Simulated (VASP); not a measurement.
BeS, 2 atoms in the cell. Symmetry: I4/mmm, No. 139, tetragonal system. Conventional cell: a = 3.277 Å, b = 3.277 Å, c = 4.496 Å, α = 90.00°, β = 90.00°, γ = 90.00°. Be (site symmetry 4/mmm) has 6 S at 2.25 to 2.32 Å within 3.0 Å. Within 3.0 Å of S (site symmetry 4/mmm) lie 6 Be at 2.25 to 2.32 Å.  This cell differs from its parent crystal: uniaxial z strain -3.0%.

| Quantity | Value |
| --- | --- |
| Program | VASP 6.6.1 |
| Task | single point |
| Functional | r2SCAN |
| Potentials or basis | VASP PAW PBE potentials, release 64 (Be, S) |
| Cutoff | 520 eV |
| k mesh | 10 × 10 × 10 |
| Occupations | gaussian, width 0.01 eV |
| Spin | no spin polarisation |
| Dipole correction | no |
| Further INCAR settings | ALGO = Normal; EDIFF = 1e-06; NBANDS = 11 |

Potentials or basis: VASP PAW PBE potentials, release 64 (Be, S).

Command:

```sh
$ cat potpaw_PBE.64/Be/POTCAR potpaw_PBE.64/S/POTCAR > POTCAR
$ cp INCAR.step1 INCAR
$ mpirun -np 1 vasp_std > vasp.out
$ cp INCAR.step2 INCAR
$ mpirun -np 1 vasp_std > vasp.out
```

Hardware: 1 thread of Intel(R) Xeon(R) Platinum 8124M CPU @ 3.00GHz (Skylake/Cascade Lake) (shared host).

Q: How long does it take, and how much memory?

A: Wall time 91 s on 1 thread of Intel(R) Xeon(R) Platinum 8124M CPU @ 3.00GHz (Skylake/Cascade Lake), with other jobs on the host, peak memory 0.15 GiB. Counts: k points 102.
